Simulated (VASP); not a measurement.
# Ge4F in VASP: single point with PBE+D3(BJ)

Aim: the single point of Ge4F with PBE+D3(BJ).

Program: VASP 6.6.1. These are calculated values, not measurements. Logs are shortened: lines on timing, memory, paths and dates and some standing lists are left out, and cuts for length are marked.

### Step 1. The cell of the first run

The cell holds a slab with vacuum, 5 atoms: a = 4.030 Å, b = 4.030 Å, c = 21.742 Å, α = 90.00°, β = 90.00°, γ = 90.00°.

### Step 2. Single point, PBE+D3(BJ)

INCAR

```
PREC = Accurate
ENCUT = 520
EDIFF = 1E-6
ISMEAR = 0
SIGMA = 0.1
LREAL = False
LASPH = True
NELM = 60
ALGO = Normal
ISIF = 2
LWAVE = False
LCHARG = False
LDIPOL = True
IDIPOL = 3
DIPOL = 0.5 0.5 0.327
GGA = PE
IVDW = 12
NBANDS = 40
```

KPOINTS

```
Automatic mesh
0
Gamma
  7 7 1
```

POSCAR

```
Ge4F
1.0
    4.0303587917      0.0000000000      0.0000000000
    0.0000000000      4.0303587917      0.0000000000
    0.0000000000      0.0000000000     21.7416627734
Ge F
4 1
Direct
    0.0000000000      0.5000000000      0.1839785688
    0.0000000000      0.0000000000      0.2495184969
    0.5000000000      0.0000000000      0.3181867399
    0.5000000000      0.5000000000      0.3836717946
    1.0000000000      0.5000000000      0.4986584001
```

Potentials or basis: VASP PAW PBE potentials, release 64 (Ge_d, F).

Command:

```bash
$ cat potpaw_PBE.64/Ge_d/POTCAR potpaw_PBE.64/F/POTCAR > POTCAR
$ mpirun -np 1 vasp_std > vasp.out
```

OUTCAR:

```text
PREC = Accurate
   ENCUT = 520
   EDIFF = 1E-6
   ISMEAR = 0
   LREAL = False
   LASPH = True
   NELM = 60
   ISIF = 2
   GGA = PE
   IVDW = 12
 IVDW          = 12

 ion  position               nearest neighbor table
   1  0.000  0.500  0.184-   2 2.47   2 2.47
   2  0.000  0.000  0.250-   1 2.47   1 2.47   3 2.51   3 2.51
   3  0.500  0.000  0.318-   4 2.47   4 2.47   2 2.51   2 2.51
   4  0.500  0.500  0.384-   3 2.47   3 2.47
   5  0.000  0.500  0.499-

  LATTYP: Found a simple tetragonal cell.
 ALAT       =     4.0303587917
 C/A-ratio  =     5.3944732708

  Lattice vectors:

 A1 = (   4.0303587917,   0.0000000000,   0.0000000000)
 A2 = (   0.0000000000,   4.0303587917,   0.0000000000)
 A3 = (   0.0000000000,   0.0000000000,  21.7416627734)

Analysis of symmetry for initial positions (statically):
=====================================================================
 Subroutine PRICEL returns:
 Original cell was already a primitive cell.

 Routine SETGRP: Setting up the symmetry group for a
 simple tetragonal supercell.

 Subroutine GETGRP returns: Found  4 space group operations
 (whereof  4 operations were pure point group operations)
 out of a pool of 16 trial point group operations.

The static configuration has the point symmetry C_2v.

Analysis of symmetry for dynamics (positions and initial velocities):
=====================================================================
 Subroutine PRICEL returns:
 Original cell was already a primitive cell.

 Routine SETGRP: Setting up the symmetry group for a
 simple tetragonal supercell.

 Subroutine GETGRP returns: Found  4 space group operations
 (whereof  4 operations were pure point group operations)
 out of a pool of 16 trial point group operations.

The dynamic configuration has the point symmetry C_2v.

 Subroutine INISYM returns: Found  4 space group operations
 (whereof  4 operations are pure point group operations),
 and found     1 'primitive' translations

----------------------------------------------------------------------------------------

                                     Primitive cell

  volume of cell :     353.1670

  direct lattice vectors                    reciprocal lattice vectors
     4.030358792  0.000000000  0.000000000     0.248116868  0.000000000  0.000000000
     0.000000000  4.030358792  0.000000000     0.000000000  0.248116868  0.000000000
     0.000000000  0.000000000 21.741662773     0.000000000  0.000000000  0.045994642

  length of vectors
     4.030358792  4.030358792 21.741662773     0.248116868  0.248116868  0.045994642

  position of ions in fractional coordinates (direct lattice)
     0.000000000  0.500000000  0.183978569
     0.000000000  0.000000000  0.249518497
     0.500000000  0.000000000  0.318186740
     0.500000000  0.500000000  0.383671795
     0.000000000  0.500000000  0.498658400

  ion indices of the primitive-cell ions
   primitive index   ion index
                 1           1
                 2           2
                 3           3
                 4           4
                 5           5

----------------------------------------------------------------------------------------

 KPOINTS: Automatic mesh

Automatic generation of k-mesh.
 Grid dimensions read from file:
 generate k-points for:    7    7    1

 Generating k-lattice:

  Cartesian coordinates                     Fractional coordinates (reciprocal lattice)
     0.035445267  0.000000000  0.000000000     0.142857143  0.000000000  0.000000000
     0.000000000  0.035445267  0.000000000     0.000000000  0.142857143  0.000000000
     0.000000000  0.000000000  0.045994642     0.000000000  0.000000000  1.000000000

  Length of vectors
     0.035445267  0.035445267  0.045994642

  Shift w.r.t. Gamma in fractional coordinates (k-lattice)
     0.000000000  0.000000000  0.000000000

 Subroutine IBZKPT returns following result:
 ===========================================

 Found     16 irreducible k-points:

 Following reciprocal coordinates:
            Coordinates               Weight
  0.000000  0.000000  0.000000      1.000000
  0.142857  0.000000  0.000000      2.000000
  0.000000  0.142857  0.000000      2.000000
  0.285714  0.000000  0.000000      2.000000
  0.000000  0.285714  0.000000      2.000000
  0.428571  0.000000  0.000000      2.000000
[... 8 lines left out ...]
 -0.285714  0.428571  0.000000      4.000000
  0.428571  0.428571  0.000000      4.000000
   k-points           NKPTS =     16   k-points in BZ     NKDIM =     16   number of bands    NBANDS=     40
   number of dos      NEDOS =    301   number of ions     NIONS =      5
   total plane-waves  NPLWV = 145800
   dimension x,y,z NGX =    30 NGY =   30 NGZ =  162
   dimension x,y,z NGXF=    60 NGYF=   60 NGZF=  324
   ions per type =               4   1
   NGX,Y,Z   is equivalent  to a cutoff of  12.37, 12.37, 12.39 a.u.
   NGXF,Y,Z  is equivalent  to a cutoff of  24.75, 24.75, 24.77 a.u.
 SYSTEM =  unknown system
   PREC   = accura    normal or accurate (medium, high low for compatibility)
   ISTART =      0    job   : 0-new  1-cont  2-samecut
   ICHARG =      2    charge: 1-file 2-atom 10-const
   ISPIN  =      1    spin polarized calculation?
   LNONCOLLINEAR =      F non collinear calculations
   LSORBIT =      F    spin-orbit coupling
   LASPH  =      T    aspherical Exc in radial PAW
   ENCUT  =  520.0 eV  38.22 Ry    6.18 a.u.   7.49  7.49 40.43*2*pi/ulx,y,z
   NELM   =     60;   NELMIN=  2; NELMDL= -5     # of ELM steps
   EDIFF  = 0.1E-05   stopping-criterion for ELM
   LREAL  =      F    real-space projection
   EDIFFG = 0.1E-04   stopping-criterion for IOM
   NSW    =      0    number of steps for IOM
   IBRION =     -1    ionic relax: 0-MD 1-quasi-New 2-CG
   NFREE  =      0    steps in history (QN), initial steepest desc. (CG)
   ISIF   =      2    stress and relaxation
   ISYM   =      2    0-nonsym 1-usesym 2-fastsym
   POTIM  = 0.5000    time-step for ionic-motion
   TEBEG  =    0.0;   TEEND  =   0.0 temperature during run
   PSTRESS=    0.0 pullay stress
   NELECT =      63.0000    total number of electrons
   NUPDOWN=      -1.0000    fix difference up-down
   EMIN   =  10.00;   EMAX   =-10.00  energy-range for DOS
   EFERMI =   0.00;   METHOD = LEGACY
   ISMEAR =     0;   SIGMA  =   0.10  broadening in eV -4-tet -1-fermi 0-gaus
   EFERMI_NEDOS =   21; number of points for ismear=-14 and -15
   IALGO  =     38    algorithm
   IMIX   =      4    mixing-type and parameters
     AMIX     =   0.40;   BMIX     =  1.00
     AMIX_MAG =   1.60;   BMIX_MAG =  1.00
  volume/ion in A,a.u.               =      70.63       476.66
  Fermi-wavevector in a.u.,A,eV,Ry     =   0.921570  1.741515 11.555307  0.849291
  Thomas-Fermi vector in A             =   2.047001
   LORBIT       =      0    0 simple, 1 ext, 2 COOP (PROOUT), +10 PAW based schemes
   GGA     = PE    functional components
   LHFCALC =     F    Hartree Fock is set to
   AEXX    =    0.0000 exact exchange contribution
   IVDW    =    12    specifies the selected vdW correction
   LEPSILON=     F    determine dielectric tensor
   LRPA    =     F    only Hartree local field effects (RPA)
 non-spin polarized calculation
 Gauss-broadening in eV      SIGMA  =   0.10
  energy-cutoff  :      520.00
  volume of cell :      353.17
 maximum number of plane-waves:      9593
 NGX is ok and might be reduce to    30
   NGX = 15   NGY = 15   NGZ = 81

 number of electron      62.9999901 magnetization

 dipolmoment           0.000000      0.000000      0.460120 electrons x Angstroem

 Free energy of the ion-electron system (eV)
  ---------------------------------------------------
  ext. energy  EPLUGINS =         0.00000000
  ---------------------------------------------------
  free energy    TOTEN  =       -17.43169806 eV

  energy without entropy =      -17.41650116  energy(sigma->0) =      -17.42409961

 E-fermi :  -4.1068     XC(G=0):  -3.7989

 val. band max:       -4.1131777957   @ k =   0.0000   0.2857   0.0000
 cond. band min:      -3.9997770882   @ k =   0.4286   0.2857   0.0000
 fundamental gap:      0.1134007075
 Fermi energy:        -4.1067530556

 k-point     1 :       0.0000    0.0000    0.0000
  band No.  band energies     occupation
      1     -29.0354      2.00000
      2     -29.0093      2.00000
      3     -28.9394      2.00000
      4     -28.9293      2.00000
      5     -28.8766      2.00000
      6     -28.5333      2.00000
[... 32 lines left out ...]
     39       0.5768      0.00000
     40       1.8689      0.00000

 k-point     2 :       0.1429    0.0000    0.0000
  band No.  band energies     occupation
      1     -29.0348      2.00000
      2     -29.0095      2.00000
      3     -28.9396      2.00000
      4     -28.9293      2.00000
      5     -28.8766      2.00000
      6     -28.5323      2.00000
[... 32 lines left out ...]
     39       0.7337      0.00000
     40       2.2047      0.00000

 k-point     3 :       0.0000    0.1429    0.0000
  band No.  band energies     occupation
      1     -29.0351      2.00000
      2     -29.0097      2.00000
      3     -28.9395      2.00000
      4     -28.9292      2.00000
      5     -28.8756      2.00000
      6     -28.5334      2.00000
[... 32 lines left out ...]
     39       0.9326      0.00000
     40       2.0509      0.00000

 k-point     4 :       0.2857    0.0000    0.0000
  band No.  band energies     occupation
      1     -29.0334      2.00000
      2     -29.0099      2.00000
      3     -28.9400      2.00000
      4     -28.9293      2.00000
      5     -28.8764      2.00000
      6     -28.5249      2.00000
[... 32 lines left out ...]
     39       1.6144      0.00000
     40       2.0529      0.00000
[... 428 lines left out ...]
     39       2.1395      0.00000
     40       2.5393      0.00000

 k-point    15 :      -0.2857    0.4286    0.0000
  band No.  band energies     occupation
      1     -29.0320      2.00000
      2     -29.0120      2.00000
      3     -28.9403      2.00000
      4     -28.9212      2.00000
      5     -28.8799      2.00000
      6     -28.5240      2.00000
[... 32 lines left out ...]
     39       2.2631      0.00000
     40       2.9323      0.00000

 k-point    16 :       0.4286    0.4286    0.0000
  band No.  band energies     occupation
      1     -29.0308      2.00000
      2     -29.0124      2.00000
      3     -28.9407      2.00000
      4     -28.9212      2.00000
      5     -28.8799      2.00000
      6     -28.5071      2.00000
[... 32 lines left out ...]
     39       2.2867      0.00000
     40       2.8346      0.00000

------------------------ aborting loop because EDIFF is reached ----------------------------------------

 vacuum level on the upper side and lower side of the slab       (xc-potential included)         2.490        -2.511

 Edisp (eV)   -0.89883

 E8    (eV) :    -0.4141

  FORCE on cell =-STRESS in cart. coord.  units (eV):
  Direction    XX          YY          ZZ          XY          YZ          ZX
  --------------------------------------------------------------------------------------
  -------------------------------------------------------------------------------------
  Total      -3.44932     1.02613    -4.47598     0.00000     0.00000     0.00000
  in kB     -15.64819     4.65513   -20.30573     0.00000     0.00000     0.00000
  external pressure =      -10.43 kB  Pullay stress =        0.00 kB

 VOLUME and BASIS-vectors are now :
 -----------------------------------------------------------------------------
  energy-cutoff  :      520.00
  volume of cell :      353.17
      direct lattice vectors                 reciprocal lattice vectors
     4.030358792  0.000000000  0.000000000     0.248116868  0.000000000  0.000000000
     0.000000000  4.030358792  0.000000000     0.000000000  0.248116868  0.000000000
     0.000000000  0.000000000 21.741662773     0.000000000  0.000000000  0.045994642

 POSITION                                       TOTAL-FORCE (eV/Angst)
 -----------------------------------------------------------------------------------
      0.00000      2.01518      4.00000         0.000000      0.000000     -0.171573
      0.00000      0.00000      5.42495         0.000000      0.000000      0.215225
      2.01518      0.00000      6.91791         0.000000      0.000000      0.063913
      2.01518      2.01518      8.34166         0.000000      0.000000      1.674975
      0.00000      2.01518     10.84166         0.000000      0.000000     -1.782540
 -----------------------------------------------------------------------------------
    total drift:                                0.000000      0.000000     -0.001820

  FREE ENERGIE OF THE ION-ELECTRON SYSTEM (eV)
  ---------------------------------------------------
  free  energy   TOTEN  =       -18.3305246878 eV

  energy  without entropy=      -18.3153277934  energy(sigma->0) =      -18.32292624

 vacuum level on the upper side and lower side of the slab         5.886         0.759
```

Wall time 12 min (1 thread of Intel Xeon Platinum 8375C at 2.90GHz (Ice Lake), shared host); peak memory 0.47 GiB.

Results:

```yaml
Free_energy: -18.3305 eV
Largest_force: 1.783 eV/Å
Band_gap_on_the_k_mesh: zero (an odd number of electrons rules out a gap without spin polarisation)
Dispersion_energy_per_atom: -0.180 eV
```

Forces on the atoms (eV/Å):
```
Ge   0.000  0.000 -0.172
Ge   0.000  0.000  0.215
Ge   0.000  0.000  0.064
Ge   0.000  0.000  1.675
F    0.000  0.000 -1.783
```

Caveat: an odd number of electrons without spin polarisation forces a metal; a magnetic or distorted state may lie lower.
